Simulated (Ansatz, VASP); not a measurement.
Mg in VASP and in Ansatz

File INCAR:

```
PREC = Accurate
ENCUT = 520
EDIFF = 1E-7
ISMEAR = -1
SIGMA = 0.03
LREAL = F
LASPH = T
NELM = 100
ALGO = Normal
ISIF = 2
LWAVE = F
LCHARG = T
GGA = PE
LELF = T
LVHAR = T
NBANDS = 7
```

Contents of KPOINTS:

```
Automatic mesh
0
Gamma
  16 16 16
```

File POSCAR:

```
Mg
1.0
    0.0224425600      2.2554772800      2.2554772800
    2.2554772800      0.0224425600      2.2554772800
    2.2554772800      2.2554772800      0.0224425600
Mg
1
Direct
    0.0000000000      0.0000000000      0.0000000000
```

Input for Ansatz:

```yaml
crystal:
  lattice:
    - [0.02244256, 2.25547728, 2.25547728]
    - [2.25547728, 0.02244256, 2.25547728]
    - [2.25547728, 2.25547728, 0.02244256]
  atoms:
    - { symbol: Mg, position: [0.0, 0.0, 0.0] }
kpoints:
  mp_grid: { grid: [16, 16, 16] }
  band_path:
    path:
      - [0.0, 0.0, 0.0]
      - [0.5, 0.5, 0.5]
      - [0.247543133, 0.5, 0.752456867]
      - [-0.247543133, 0.247543133, 0.5]
      - [0.0, 0.0, 0.5]
      - [0.0, 0.0, 0.0]
      - [-0.3737715665, 0.0, 0.3737715665]
      - [0.0, 0.3737715665, 0.6262284335]
      - [0.0, 0.5, 0.5]
    npoints: 5
scf:
  occupations: { method: fermi_dirac, width: 0.03 }
hamiltonian:
  xc: pbe
  pseudopotentials: { kind: all_electron, lapw: { basis_error: 0.001 } }
output:
  forces: true
  stress: true
  eigenvalues: true
```

Change from the starting cell: equal xy, yz and zx shear strains of +1 %.

Alike in both runs: task single point; functional PBE; k mesh 16 × 16 × 16; occupations fermi-dirac, width 0.03 eV; no spin polarisation.

|  | VASP | Ansatz |
| --- | --- | --- |
| version | VASP 6.6.1 | Ansatz 0.2.0 |
| potentials or method | VASP PAW PBE potentials, release 64 (Mg), cutoff 520 eV | all-electron LAPW, scalar-relativistic |

```tsv
	VASP	Ansatz	Ansatz less VASP
pressure (GPa)	0.7	0.8	+0.10
traceless stress, the component that is largest in VASP (GPa)	-0.18	-0.18	0.000
```

Ansatz ran all-electron here, and VASP with PAW potentials.
